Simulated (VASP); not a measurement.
# NaH in VASP: further runs, part 2 of 2

VASP 6.6.1. The steps go on from the part before.

**3. Electric field gradients, PBE (atom 2 (H) moved by [0.035355, 0.035355, 0.0] A)**

Contents of INCAR:

```
SYSTEM = NaH
PREC = Accurate
ENCUT = 520
EDIFF = 1E-8
ISMEAR = -1
SIGMA = 0.03
LREAL = .False.
LASPH = .True.
NELM = 100
ALGO = Normal
ISIF = 2
LWAVE = .False.
LCHARG = .False.
GGA = PE
LEFG = .True.
NBANDS = 11
```

Contents of KPOINTS:

```
regular mesh
0
Gamma
  9 9 9
  0 0 0
```

Contents of POSCAR:

```
NaH
1.0
    0.0000000000      2.4400000000      2.4400000000
    2.4400000000      0.0000000000      2.4400000000
    2.4400000000      2.4400000000      0.0000000000
Na H
1 1
Direct
    0.0000000000      0.0000000000      0.0000000000
    0.5000000000      0.5000000000      0.5144897541
```

Potentials or basis: VASP PAW PBE potentials, release 64 (Na_pv, H).

Started as:

```console
cat potpaw_PBE.64/Na_pv/POTCAR potpaw_PBE.64/H/POTCAR > POTCAR
mpirun -np 1 vasp_std > vasp.out
```

OUTCAR:

```text
SYSTEM = NaH
   PREC = Accurate
   ENCUT = 520
   EDIFF = 1E-8
   ISMEAR = -1
   LREAL = .False.
   LASPH = .True.
   NELM = 100
   ISIF = 2
   GGA = PE

 ion  position               nearest neighbor table
   1  0.000  0.000  0.000-
   2  0.500  0.500  0.514-

  LATTYP: Found a face centered cubic cell.
 ALAT       =     4.8800000000

  Lattice vectors:

 A1 = (   0.0000000000,   2.4400000000,   2.4400000000)
 A2 = (   2.4400000000,   0.0000000000,   2.4400000000)
 A3 = (   2.4400000000,   2.4400000000,   0.0000000000)

Analysis of symmetry for initial positions (statically):
=====================================================================
 Subroutine PRICEL returns:
 Original cell was already a primitive cell.

 Routine SETGRP: Setting up the symmetry group for a
 face centered cubic supercell.

 Subroutine GETGRP returns: Found  4 space group operations
 (whereof  4 operations were pure point group operations)
 out of a pool of 48 trial point group operations.

The static configuration has the point symmetry C_2v.

Analysis of symmetry for dynamics (positions and initial velocities):
=====================================================================
 Subroutine PRICEL returns:
 Original cell was already a primitive cell.

 Routine SETGRP: Setting up the symmetry group for a
 face centered cubic supercell.

 Subroutine GETGRP returns: Found  4 space group operations
 (whereof  4 operations were pure point group operations)
 out of a pool of 48 trial point group operations.

The dynamic configuration has the point symmetry C_2v.

 Subroutine INISYM returns: Found  4 space group operations
 (whereof  4 operations are pure point group operations),
 and found     1 'primitive' translations

----------------------------------------------------------------------------------------

                                     Primitive cell

  volume of cell :      29.0536

  direct lattice vectors                    reciprocal lattice vectors
     0.000000000  2.440000000  2.440000000    -0.204918033  0.204918033  0.204918033
     2.440000000  0.000000000  2.440000000     0.204918033 -0.204918033  0.204918033
     2.440000000  2.440000000  0.000000000     0.204918033  0.204918033 -0.204918033

  length of vectors
     3.450681092  3.450681092  3.450681092     0.354928444  0.354928444  0.354928444

  position of ions in fractional coordinates (direct lattice)
     0.000000000  0.000000000  0.000000000
     0.500000000  0.500000000  0.514489754

  ion indices of the primitive-cell ions
   primitive index   ion index
                 1           1
                 2           2

----------------------------------------------------------------------------------------

 KPOINTS: regular mesh

Automatic generation of k-mesh.
 Grid dimensions read from file:
[... 72 lines left out ...]
   ISYM   =      2    0-nonsym 1-usesym 2-fastsym
   POTIM  = 0.5000    time-step for ionic-motion
   TEBEG  =    0.0;   TEEND  =   0.0 temperature during run
   PSTRESS=    0.0 pullay stress
   NELECT =       8.0000    total number of electrons
   NUPDOWN=      -1.0000    fix difference up-down
   EMIN   =  10.00;   EMAX   =-10.00  energy-range for DOS
   EFERMI =   0.00;   METHOD = LEGACY
   ISMEAR =    -1;   SIGMA  =   0.03  broadening in eV -4-tet -1-fermi 0-gaus
   EFERMI_NEDOS =   21; number of points for ismear=-14 and -15
   IALGO  =     38    algorithm
   IMIX   =      4    mixing-type and parameters
     AMIX     =   0.40;   BMIX     =  1.00
     AMIX_MAG =   1.60;   BMIX_MAG =  1.00
  volume/ion in A,a.u.               =      14.53        98.03
  Fermi-wavevector in a.u.,A,eV,Ry     =   1.065054  2.012660 15.433636  1.134340
  Thomas-Fermi vector in A             =   2.200593
   LORBIT       =      0    0 simple, 1 ext, 2 COOP (PROOUT), +10 PAW based schemes
   GGA     = PE    functional components
   LHFCALC =     F    Hartree Fock is set to
   AEXX    =    0.0000 exact exchange contribution
   IVDW    =     0    specifies the selected vdW correction
   LEPSILON=     F    determine dielectric tensor
   LRPA    =     F    only Hartree local field effects (RPA)
 non-spin polarized calculation
  energy-cutoff  :      520.00
  volume of cell :       29.05
 maximum number of plane-waves:       797
 NGX is ok and might be reduce to    28
   NGX = 13   NGY = 13   NGZ = 13

 number of electron       8.0000008 magnetization

 Free energy of the ion-electron system (eV)
  ---------------------------------------------------
  ext. energy  EPLUGINS =         0.00000000
  ---------------------------------------------------
  free energy    TOTEN  =        -5.08508260 eV

  energy without entropy =       -5.08508260  energy(sigma->0) =       -5.08508260

 E-fermi :  -0.6348     XC(G=0):  -7.6717

 val. band max:       -1.2674894688   @ k =   0.4444   0.3333  -0.2222
 cond. band min:       2.7407292804   @ k =   0.1111   0.0000  -0.4444
 fundamental gap:      4.0082187493
 Fermi energy:        -0.6348163969

 k-point     1 :       0.0000    0.0000    0.0000
  band No.  band energies     occupation
      1     -23.3590      2.00000
      2     -23.3589      2.00000
      3     -23.3586      2.00000
      4      -4.7402      2.00000
      5       8.9536      0.00000
      6      14.1692      0.00000
      7      14.1701      0.00000
      8      14.1805      0.00000
      9      14.9683      0.00000
     10      14.9808      0.00000
     11      14.9905      0.00000
[... 309 lines left out ...]
 k-point    24 :      -0.4444    0.1111    0.0000
  band No.  band energies     occupation
      1     -23.4393      2.00000
      2     -23.3760      2.00000
      3     -23.3707      2.00000
      4      -1.9584      2.00000
      5       2.7422      0.00000
      6       8.1288      0.00000
      7      11.5284      0.00000
      8      12.3276      0.00000
      9      14.7776      0.00000
     10      15.6907      0.00000
     11      18.9257      0.00000

 [... further k-points ...]
[... 5 lines left out ...]
  --------------------------------------------------------------------------------------
  -------------------------------------------------------------------------------------
  Total       -0.1191023     -0.1191023     -0.1258928     -0.0012859      0.0000000      0.0000000
  in kB       -6.5679696     -6.5679696     -6.9424376     -0.0709097      0.0000000      0.0000000
  external PRESSURE =      -6.6927922 kB  Pullay stress =       0.0000000 kB

 VOLUME and BASIS-vectors are now :
 -----------------------------------------------------------------------------
  energy-cutoff  :      520.00
  volume of cell :       29.05
      direct lattice vectors                 reciprocal lattice vectors
     0.000000000  2.440000000  2.440000000    -0.204918033  0.204918033  0.204918033
     2.440000000  0.000000000  2.440000000     0.204918033 -0.204918033  0.204918033
     2.440000000  2.440000000  0.000000000     0.204918033  0.204918033 -0.204918033

 POSITION                                       TOTAL-FORCE (eV/Angst)
 -----------------------------------------------------------------------------------
      0.00000      0.00000      0.00000         0.027338      0.027338     -0.000000
      2.47536      2.47536      2.44000        -0.027338     -0.027338      0.000000
 -----------------------------------------------------------------------------------
    total drift:                                0.000008      0.000008      0.000000

  FREE ENERGIE OF THE ION-ELECTRON SYSTEM (eV)
  ---------------------------------------------------
  free  energy   TOTEN  =        -5.0850825963 eV

  energy  without entropy=       -5.0850825963  energy(sigma->0) =       -5.08508260

 Electric field gradients (V/A^2)
---------------------------------------------------------------------
 ion       V_xx      V_yy      V_zz      V_xy      V_xz      V_yz
---------------------------------------------------------------------
   1      -0.032    -0.032     0.064     0.075     0.001     0.001
   2       0.004     0.004    -0.009    -0.006     0.001     0.001
---------------------------------------------------------------------

 Electric field gradients after diagonalization (V/A^2)
 (convention: |V_zz| > |V_xx| > |V_yy|)
----------------------------------------------------------------------
 ion       V_xx      V_yy      V_zz     asymmetry (V_yy - V_xx)/ V_zz
----------------------------------------------------------------------
   1       0.064     0.043    -0.107       0.199
   2      -0.009    -0.001     0.010       0.723
----------------------------------------------------------------------

           NMR quadrupolar parameters

 Cq : quadrupolar parameter    Cq=e*Q*V_zz/h
 eta: asymmetry parameters     (V_yy - V_xx)/ V_zz
 Q  : nuclear electric quadrupole moment in mb (millibarn)
----------------------------------------------------------------------
 ion       Cq(MHz)       eta       Q (mb)
----------------------------------------------------------------------
   1      -0.000       0.199       1.000
   2       0.000       0.723       1.000
----------------------------------------------------------------------
```

stdout:

```text
POSCAR found type information on POSCAR NaH
 POSCAR found :  2 types and       2 ions
 scaLAPACK will be used
 LDA part: xc-table for (Slater+PW92), standard interpolation
 POSCAR, INCAR and KPOINTS ok, starting setup
 FFT: planning ... GRIDC
 FFT: planning ... GRID_SOFT
 FFT: planning ... GRID
 WAVECAR not read
 entering main loop
ion   1

ion   2
```

Run time: 21 s. Hardware: 1 thread of Intel Xeon 6975P-C (Granite Rapids), shared host; peak memory 0.17 GiB.

What came out:

| Item | Value |
| --- | --- |
| Free energy | -5.0851 eV |
| Pressure | -0.7 GPa |
| Largest force | 0.039 eV/Å |
| Band gap on the k mesh | 4.01 eV, indirect (least direct gap 4.70 eV) |

Forces in eV/Å, atoms in the order of the input:
```
Na   0.027  0.027  0.000
H   -0.027 -0.027  0.000
```

Caveat: the cell differs from its parent crystal (atom 2 (H) moved by [0.035355, 0.035355, 0.0] A); without QUAD_EFG the Cq values of the log hold for a quadrupole moment of 1 mb, not for the nuclei. A k mesh can miss the band edges.
